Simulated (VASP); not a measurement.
# Si16C17 (a cell with a defect) in VASP: a series of runs

Runs on Si16C17 (a cell with a defect). Level: PBE. Tasks: single point.

Program: VASP 6.6.1. These are calculated values, not measurements. Logs are shortened: lines on timing, memory, paths and dates and some standing lists are left out, and cuts for length are marked.

## (1) The cell of the first run

The cell holds a defect, 33 atoms: a = 7.586 Å, b = 7.586 Å, c = 7.586 Å, α = 109.47°, β = 109.47°, γ = 109.47°.

## (2) Single point, PBE

File INCAR:

```
PREC = Accurate ; ENCUT = 520
EDIFF = 1E-7 ; ISMEAR = 0
SIGMA = 0.02 ; LREAL = Auto
LASPH = T ; NELM = 80
ALGO = Normal ; ISIF = 2
LWAVE = F ; LCHARG = T
GGA = PE ; LELF = T
LVHAR = T ; NBANDS = 88
```

File KPOINTS:

```
Automatic mesh
0
Gamma
  2 2 2
  0.5 0.5 0.5
```

File POSCAR:

```
Si16C17
1.0
    4.3797259441      4.3797259441      4.3797259441
   -4.3797259441      4.3797259441     -4.3797259441
   -4.3797259441     -4.3797259441      4.3797259441
Si C
16 17
Direct
    0.2576335858     -0.0003652055      0.0017654073
    0.2348549916      0.7376245777      0.2260931420
    0.5031268002      0.7508828274      0.0096205791
    0.2512008774      0.5112055020      0.5000865415
    0.5009283750      0.5007878411      0.2499047918
    0.7456283890      0.4884125234     -0.0025926280
    0.2451957072      0.2563518846      0.7490395613
    0.4955566918      0.2560817764      0.4927980717
    0.7583417416      0.2520709090      0.2654395537
    0.0047804361      0.2426833353      0.0025151117
    0.4222812166     -0.0383829952      0.6623398443
    0.7441599181      0.0003652055      0.5110379116
    0.0013411798      0.0007390873      0.2535487412
    0.7600055443      0.7590138156      0.7593665774
   -0.0149855267      0.7436883133      0.4935401273
   -0.0021026430      0.4983653151      0.7485469506
    0.5042492449      0.2531887872      0.2479278416
    0.4741975928     -0.0082910439      0.4555883234
    0.7525061025     -0.0008227684      0.2598011872
    0.5201548063      0.7710084017      0.7749140114
    0.7440785203      0.7484311900      0.5020178267
   -0.0063208293      0.7435844255      0.2465673683
    0.4990715236      0.4968058568     -0.0008313306
    0.7477524945      0.4953220881      0.7490779199
    0.0026659202      0.5059023163      0.5063715238
    0.2557133744      0.5039622406      0.2499135823
    0.7748052146      0.2537190715      0.0310908723
   -0.0017390358      0.2524696783      0.7530714346
    0.2516154011      0.2608388092      0.5034203117
    0.0160907328     -0.0008851010      0.0109236287
    0.2323308611     -0.0009650147      0.7413721866
    0.2470318951      0.7441281810     -0.0115259495
    0.6726321550      0.0252464427     -0.1604235080
```

Potentials or basis: VASP PAW PBE potentials, release 64 (Si, C).

On the command line:

```
cat potpaw_PBE.64/Si/POTCAR potpaw_PBE.64/C/POTCAR > POTCAR
mpirun -np 1 vasp_std > vasp.out
```

OUTCAR:

```text
PREC = Accurate
   ENCUT = 520
   EDIFF = 1E-7
   ISMEAR = 0
   LREAL = Auto
   LASPH = T
   NELM = 80
   ISIF = 2
   GGA = PE

 ion  position               nearest neighbor table
   1  0.258  1.000  0.002-  30 1.86  32 1.88  17 1.89  31 1.92   2 3.02   8 3.04   3 3.06  10 3.07
                            14 3.08   9 3.10   5 3.10  16 3.11  13 3.15
   2  0.235  0.738  0.226-  18 1.83  32 1.85  26 1.89  22 1.90  11 2.71  16 2.96   3 3.01   1 3.02
                             6 3.03  10 3.07  13 3.08   4 3.10   5 3.12
   3  0.503  0.751  0.010-  32 1.88  20 1.88  19 1.89  23 1.89   2 3.01   5 3.04   1 3.06   7 3.06
                            13 3.09   9 3.10  12 3.11   6 3.13  16 3.13  14 3.14
   4  0.251  0.511  0.500-  25 1.89  26 1.89  29 1.91  20 2.03  11 2.84   9 3.06  10 3.09  15 3.09
                             8 3.09   5 3.10   2 3.10  16 3.11   7 3.12
   5  0.501  0.501  0.250-  26 1.87  21 1.88  17 1.88  23 1.89  15 3.00   8 3.02   3 3.04  10 3.07
                             6 3.08  12 3.10   4 3.10   7 3.10   1 3.10   2 3.12   9 3.14
   6  0.746  0.488  0.997-  23 1.90  22 1.90  24 1.91  27 1.95   2 3.03  15 3.07   5 3.08   7 3.10
                            16 3.10   9 3.13  10 3.13   3 3.13   8 3.13
   7  0.245  0.256  0.749-  28 1.87  23 1.88  29 1.89  31 1.90  11 2.97  16 3.03  10 3.06   3 3.06
                            13 3.07   6 3.10   5 3.10  12 3.11   4 3.12   8 3.14
   8  0.496  0.256  0.493-  18 1.87  17 1.87  29 1.89  24 1.89  11 2.92   5 3.02   9 3.04   1 3.04
                            13 3.06   4 3.09  16 3.11  14 3.12  12 3.13   6 3.13   7 3.14
   9  0.758  0.252  0.265-  27 1.83  25 1.87  19 1.89  17 1.89  16 2.99   8 3.04  15 3.05   4 3.06
                            13 3.06  12 3.08   1 3.10   3 3.10   6 3.13   5 3.14
  10  0.005  0.243  0.003-  27 1.85  30 1.90  28 1.90  26 1.92  33 2.10  14 3.00  12 3.05  13 3.05
                             7 3.06   2 3.07   1 3.07   5 3.07   4 3.09   6 3.13
  11  0.422  0.962  0.662-  33 1.70  31 1.80  18 1.80  20 2.12   2 2.71  15 2.73   4 2.84   8 2.92
                             7 2.97  12 3.00
  12  0.744  0.000  0.511-  21 1.89  28 1.89  18 1.92  19 1.93  11 3.00  14 3.03  10 3.05   9 3.08
                            15 3.08  16 3.09   5 3.10   7 3.11   3 3.11   8 3.13
  13  0.001  0.001  0.254-  30 1.88  19 1.90  22 1.91  29 1.92  10 3.05  14 3.06   8 3.06   9 3.06
                             7 3.07  15 3.08   2 3.08   3 3.09   1 3.15
  14  0.760  0.759  0.759-  21 1.89  20 1.89  30 1.89  24 1.95  33 2.29  10 3.00  12 3.03  15 3.04
                            13 3.06   1 3.08  16 3.09   8 3.12   3 3.14
  15  0.985  0.744  0.494-  21 1.86  25 1.88  22 1.90  31 1.90  11 2.73   5 3.00  14 3.04   9 3.05
                             6 3.07  13 3.08  12 3.08   4 3.09  16 3.10
  16  0.998  0.498  0.749-  32 1.86  25 1.87  28 1.88  24 1.89   2 2.96   9 2.99   7 3.03  12 3.09
                            14 3.09  15 3.10   6 3.10   1 3.11   4 3.11   8 3.11   3 3.13
  17  0.504  0.253  0.248-   8 1.87   5 1.88   1 1.89   9 1.89
  18  0.474  0.992  0.456-  11 1.80   2 1.83   8 1.87  12 1.92
  19  0.753  0.999  0.260-   9 1.89   3 1.89  13 1.90  12 1.93
  20  0.520  0.771  0.775-  33 1.67   3 1.88  14 1.89   4 2.03  11 2.12
  21  0.744  0.748  0.502-  15 1.86   5 1.88  14 1.89  12 1.89
  22  0.994  0.744  0.247-  15 1.90   2 1.90   6 1.90  13 1.91
  23  0.499  0.497  0.999-   7 1.88   5 1.89   3 1.89   6 1.90
  24  0.748  0.495  0.749-  16 1.89   8 1.89   6 1.91  14 1.95
  25  0.003  0.506  0.506-  16 1.87   9 1.87  15 1.88   4 1.89
  26  0.256  0.504  0.250-   5 1.87   4 1.89   2 1.89  10 1.92
  27  0.775  0.254  0.031-  33 1.55   9 1.83  10 1.85   6 1.95
  28  0.998  0.252  0.753-   7 1.87  16 1.88  12 1.89  10 1.90
  29  0.252  0.261  0.503-   8 1.89   7 1.89   4 1.91  13 1.92
  30  0.016  0.999  0.011-   1 1.86  13 1.88  14 1.89  10 1.90
  31  0.232  0.999  0.741-  11 1.80  15 1.90   7 1.90   1 1.92
  32  0.247  0.744  0.988-   2 1.85  16 1.86   3 1.88   1 1.88
  33  0.673  0.025  0.840-  27 1.55  20 1.67  11 1.70  10 2.10  14 2.29

  LATTYP: Found a body centered cubic cell.
 ALAT       =     8.7594518882

  Lattice vectors:

 A1 = (   4.3797259441,   4.3797259441,   4.3797259441)
 A2 = (  -4.3797259441,   4.3797259441,  -4.3797259441)
 A3 = (  -4.3797259441,  -4.3797259441,   4.3797259441)

Analysis of symmetry for initial positions (statically):
=====================================================================
 Subroutine PRICEL returns:
 Original cell was already a primitive cell.

 Routine SETGRP: Setting up the symmetry group for a
 body centered cubic supercell.

 Subroutine GETGRP returns: Found  1 space group operations
 (whereof  1 operations were pure point group operations)
 out of a pool of 48 trial point group operations.

The static configuration has the point symmetry C_1 .

Analysis of symmetry for dynamics (positions and initial velocities):
=====================================================================
 Subroutine PRICEL returns:
[... 112 lines left out ...]
    -0.057081197  0.057081197  0.000000000     0.000000000  0.500000000  0.000000000
    -0.057081197  0.000000000  0.057081197     0.000000000  0.000000000  0.500000000

  Length of vectors
     0.080725003  0.080725003  0.080725003

  Shift w.r.t. Gamma in fractional coordinates (k-lattice)
     0.500000000  0.500000000  0.500000000

 Subroutine IBZKPT returns following result:
 ===========================================

 Found      4 irreducible k-points:

 Following reciprocal coordinates:
            Coordinates               Weight
  0.250000  0.250000  0.250000      2.000000
 -0.250000  0.250000  0.250000      2.000000
  0.250000 -0.250000  0.250000      2.000000
  0.250000  0.250000 -0.250000      2.000000
   k-points           NKPTS =      4   k-points in BZ     NKDIM =      4   number of bands    NBANDS=     88
   number of dos      NEDOS =    301   number of ions     NIONS =     33
   total plane-waves  NPLWV = 175616
   dimension x,y,z NGX =    56 NGY =   56 NGZ =   56
   dimension x,y,z NGXF=   112 NGYF=  112 NGZF=  112
   ions per type =              16  17
   NGX,Y,Z   is equivalent  to a cutoff of  12.27, 12.27, 12.27 a.u.
   NGXF,Y,Z  is equivalent  to a cutoff of  24.54, 24.54, 24.54 a.u.
 SYSTEM =  unknown system
   PREC   = accura    normal or accurate (medium, high low for compatibility)
   ISTART =      0    job   : 0-new  1-cont  2-samecut
   ICHARG =      2    charge: 1-file 2-atom 10-const
   ISPIN  =      1    spin polarized calculation?
   LNONCOLLINEAR =      F non collinear calculations
   LSORBIT =      F    spin-orbit coupling
   LASPH  =      T    aspherical Exc in radial PAW
   ENCUT  =  520.0 eV  38.22 Ry    6.18 a.u.  14.10 14.10 14.10*2*pi/ulx,y,z
   NELM   =     80;   NELMIN=  2; NELMDL= -5     # of ELM steps
   EDIFF  = 0.1E-06   stopping-criterion for ELM
   LREAL  =      T    real-space projection
   EDIFFG = 0.1E-05   stopping-criterion for IOM
   NSW    =      0    number of steps for IOM
   IBRION =     -1    ionic relax: 0-MD 1-quasi-New 2-CG
   NFREE  =      0    steps in history (QN), initial steepest desc. (CG)
   ISIF   =      2    stress and relaxation
   ISYM   =      2    0-nonsym 1-usesym 2-fastsym
   POTIM  = 0.5000    time-step for ionic-motion
   TEBEG  =    0.0;   TEEND  =   0.0 temperature during run
   PSTRESS=    0.0 pullay stress
   NELECT =     132.0000    total number of electrons
   NUPDOWN=      -1.0000    fix difference up-down
   EMIN   =  10.00;   EMAX   =-10.00  energy-range for DOS
   EFERMI =   0.00;   METHOD = LEGACY
   ISMEAR =     0;   SIGMA  =   0.02  broadening in eV -4-tet -1-fermi 0-gaus
   EFERMI_NEDOS =   21; number of points for ismear=-14 and -15
   IALGO  =     38    algorithm
   IMIX   =      4    mixing-type and parameters
     AMIX     =   0.40;   BMIX     =  1.00
     AMIX_MAG =   1.60;   BMIX_MAG =  1.00
  volume/ion in A,a.u.               =      10.18        68.72
  Fermi-wavevector in a.u.,A,eV,Ry     =   1.198945  2.265677 19.557950  1.437469
  Thomas-Fermi vector in A             =   2.334821
   LORBIT       =      0    0 simple, 1 ext, 2 COOP (PROOUT), +10 PAW based schemes
   GGA     = PE    functional components
   LHFCALC =     F    Hartree Fock is set to
   AEXX    =    0.0000 exact exchange contribution
   IVDW    =     0    specifies the selected vdW correction
   LEPSILON=     F    determine dielectric tensor
   LRPA    =     F    only Hartree local field effects (RPA)
 non-spin polarized calculation
 Gauss-broadening in eV      SIGMA  =   0.02
  energy-cutoff  :      520.00
  volume of cell :      336.05
 maximum number of plane-waves:      9092
   NGX = 29   NGY = 29   NGZ = 29

 number of electron     132.0000000 magnetization

 Free energy of the ion-electron system (eV)
  ---------------------------------------------------
  ext. energy  EPLUGINS =         0.00000000
  ---------------------------------------------------
  free energy    TOTEN  =      -243.14263686 eV

  energy without entropy =     -243.14263686  energy(sigma->0) =     -243.14263686

 E-fermi :   9.0808     XC(G=0): -11.4073

 val. band max:        8.9622948938   @ k =   0.2500  -0.2500   0.2500
 cond. band min:       9.9698840014   @ k =  -0.2500   0.2500   0.2500
 fundamental gap:      1.0075891076
 Fermi energy:         9.0807634106

 k-point     1 :       0.2500    0.2500    0.2500
  band No.  band energies     occupation
      1      -7.3041      2.00000
      2      -6.2647      2.00000
      3      -6.1140      2.00000
      4      -6.0796      2.00000
      5      -4.5527      2.00000
      6      -4.1623      2.00000
[... 313 lines left out ...]
     77      13.3802      0.00000
     78      13.4593      0.00000
 [bands above 78 left out]

------------------------ aborting loop because EDIFF is reached ----------------------------------------

  FORCE on cell =-STRESS in cart. coord.  units (eV):
  Direction    XX          YY          ZZ          XY          YZ          ZX
  --------------------------------------------------------------------------------------
  -------------------------------------------------------------------------------------
  Total        5.1676076      3.7841992     21.8350240      5.3175857      4.2727251     -6.1502339
  in kB       24.6376517     18.0419623    104.1030507     25.3527037     20.3711120    -29.3225286
  external PRESSURE =      48.9275549 kB  Pullay stress =       0.0000000 kB

 VOLUME and BASIS-vectors are now :
 -----------------------------------------------------------------------------
  energy-cutoff  :      520.00
  volume of cell :      336.05
      direct lattice vectors                 reciprocal lattice vectors
     4.379725944  4.379725944  4.379725944     0.000000000  0.114162394  0.114162394
    -4.379725944  4.379725944 -4.379725944    -0.114162394  0.114162394  0.000000000
    -4.379725944 -4.379725944  4.379725944    -0.114162394  0.000000000  0.114162394

 POSITION                                       TOTAL-FORCE (eV/Angst)
 -----------------------------------------------------------------------------------
     -3.25749      5.49876     -3.24203        -0.000007     -0.001928     -0.002641
     -3.19222      3.26897     -1.21177        -0.004373      0.003510      0.004986
     -1.12724      5.45008     -1.04297         0.000669     -0.004094     -0.007068
     -3.32899      1.14889      1.05149        -0.007809      0.000722     -0.000565
     -1.09390      3.29273      1.09513         0.001167      0.001667      0.001586
     -3.24184      1.03639      5.49491        -0.002862     -0.001431      0.002711
[... 25 lines left out ...]
     -6.50639      0.01176      2.15210         0.004465     -0.004681     -0.001948
     -0.84174     -0.62060      6.51249         0.015990     -0.006768      0.000768
 -----------------------------------------------------------------------------------
    total drift:                                0.009986      0.002163     -0.006034

  FREE ENERGIE OF THE ION-ELECTRON SYSTEM (eV)
  ---------------------------------------------------
  free  energy   TOTEN  =      -243.1426368554 eV

  energy  without entropy=     -243.1426368554  energy(sigma->0) =     -243.14263686
```

It took 7.5 min on 1 thread of AMD EPYC 7R13, shared host; peak memory 0.4 GiB.

What came out:

| Item | Value |
| --- | --- |
| Free energy | -243.1426 eV |
| Pressure | 4.9 GPa |
| Largest force | 0.026 eV/Å |
| Band gap on the k mesh | 1.01 eV |

Forces on the atoms (eV/Å):
```
Si   0.000 -0.002 -0.003
Si  -0.004  0.004  0.005
Si   0.001 -0.004 -0.007
Si  -0.008  0.001 -0.001
Si   0.001  0.002  0.002
Si  -0.003 -0.001  0.003
Si   0.000  0.001  0.003
Si   0.003 -0.005  0.003
Si  -0.003  0.003  0.000
Si  -0.002  0.001  0.003
Si  -0.008 -0.004 -0.005
Si   0.000  0.001 -0.001
Si   0.003  0.003 -0.004
Si  -0.001  0.000 -0.003
Si   0.002  0.002  0.004
Si   0.001  0.006  0.003
C   -0.002 -0.010  0.001
C   -0.003  0.000  0.000
C   -0.002  0.005 -0.003
C    0.017 -0.009 -0.004
C    0.003  0.004  0.001
C   -0.004  0.008  0.006
C   -0.009  0.006 -0.002
C   -0.002  0.009 -0.003
C    0.012 -0.009 -0.007
C    0.004 -0.012 -0.004
C   -0.021  0.015  0.005
C    0.007  0.002  0.000
C    0.002  0.000  0.006
C   -0.008 -0.007  0.000
C    0.001  0.004  0.003
C    0.004 -0.005 -0.002
C    0.016 -0.007  0.001
```

Levels at points of the mesh, in eV from the valence-band top:
```
           k point  band 64  band 65  band 66  band 67  band 68  band 69
(0.25, 0.25, 0.25)    -1.46    -0.66    -0.29     1.26     2.25     2.59
```

## (3) Single point, PBE

File INCAR:

```
SYSTEM = Si16C17
  PREC = Accurate
  ENCUT = 520
  EDIFF = 1E-7
  ISMEAR = 0
  SIGMA = 0.02
  LREAL = Auto
  LASPH = .TRUE.
  NELM = 60
  ALGO = Normal
  ISIF = 2
  LWAVE = .FALSE.
  LCHARG = .FALSE.
  GGA = PE
  NBANDS = 88
```

KPOINTS is that of step 2.

File POSCAR:

```
Si16C17
1.0
    4.3797259441      4.3797259441      4.3797259441
   -4.3797259441      4.3797259441     -4.3797259441
   -4.3797259441     -4.3797259441      4.3797259441
Si C
16 17
Direct
    0.2568325083     -0.0005340517      0.0016188228
    0.2355557204      0.7374388355      0.2266521953
    0.5010948237      0.7508275728      0.0068839924
    0.2489953741      0.5060546090      0.4978834356
    0.5016876691      0.5011654903      0.2503640671
    0.7465467113      0.4918432175     -0.0008412627
    0.2458995183      0.2554100449      0.7487108878
    0.4954907060      0.2540712625      0.4936909358
    0.7584343273      0.2526632977      0.2658822755
    0.0076617808      0.2442769282      0.0032293116
    0.4197469256     -0.0483048489      0.6623707823
    0.7445680487      0.0006683067      0.5094200022
    0.0009839657     -0.0000974947      0.2529287253
    0.7577420465      0.7605070597      0.7587723621
   -0.0143737304      0.7443549075      0.4944833370
   -0.0026271050      0.4987298356      0.7486427329
    0.5042589487      0.2527663863      0.2484521894
    0.4744858529     -0.0104940356      0.4570112435
    0.7515265891     -0.0012683442      0.2574566341
    0.5101456184      0.7623218993      0.7656237040
    0.7446386011      0.7492714252      0.5021692060
   -0.0054391531      0.7445345991      0.2475277024
    0.4990849948      0.4977494089     -0.0009106734
    0.7470410345      0.4963946438      0.7496319500
    0.0025348618      0.5055682772      0.5063078212
    0.2568350199      0.5036285439      0.2503857579
    0.7805866266      0.2615876004      0.0358687968
   -0.0006979889      0.2531126409      0.7524258463
    0.2502586952      0.2573083372      0.5017732909
    0.0150668103     -0.0009468629      0.0104669791
    0.2329319261     -0.0009361316      0.7423487317
    0.2461825269      0.7440994121     -0.0115225246
    0.6811025480      0.0442547096     -0.1582423213
```

Potentials or basis: VASP PAW PBE potentials, release 64 (Si, C).

On the command line:

```
cat potpaw_PBE.64/Si/POTCAR potpaw_PBE.64/C/POTCAR > POTCAR
mpirun -np 1 vasp_std > vasp.out
```

It took 7.7 min on 1 thread of AMD EPYC 7R13, shared host; peak memory 0.4 GiB.

It converged, with:

- Free energy: -243.1231 eV
- Pressure: 5.1 GPa
- Largest force: 0.050 eV/Å
- Band gap on the k mesh: 1.11 eV

Forces in eV/Å, atoms in the order of the input:
```
Si   0.005 -0.008 -0.002
Si  -0.009  0.010 -0.001
Si  -0.003 -0.002 -0.007
Si  -0.013 -0.004  0.000
Si   0.001  0.004  0.002
Si  -0.003  0.003  0.011
Si   0.002 -0.001  0.000
Si   0.008 -0.011  0.004
Si   0.003  0.005 -0.003
Si   0.001 -0.008 -0.004
Si  -0.009 -0.015  0.017
Si  -0.011 -0.002 -0.007
Si   0.002  0.005 -0.011
Si   0.002  0.001  0.002
Si   0.004  0.004  0.009
Si  -0.001  0.014  0.010
C    0.002 -0.016 -0.003
C    0.004  0.005 -0.006
C    0.006 -0.001 -0.005
C    0.006  0.015  0.004
C   -0.004  0.008  0.000
C   -0.011  0.018  0.003
C    0.011 -0.002  0.007
C   -0.008  0.003 -0.002
C   -0.002 -0.008  0.002
C    0.002 -0.001 -0.002
C   -0.029  0.018  0.000
C    0.001 -0.001  0.000
C    0.009 -0.003  0.015
C   -0.012 -0.004 -0.007
C    0.002  0.005 -0.001
C   -0.001 -0.010 -0.006
C    0.043 -0.020 -0.016
```

Stress tensor (GPa, compression positive):
```
 2.95  1.94 -3.33
 1.94  2.58  2.97
-3.33  2.97  9.92
```

Levels at points of the mesh, in eV from the valence-band top:
```tsv
k point	band 64	band 65	band 66	band 67	band 68	band 69
(0.25, 0.25, 0.25)	-1.42	-0.76	-0.29	1.32	2.10	2.66
```

(Continued in part 2 of 2.)
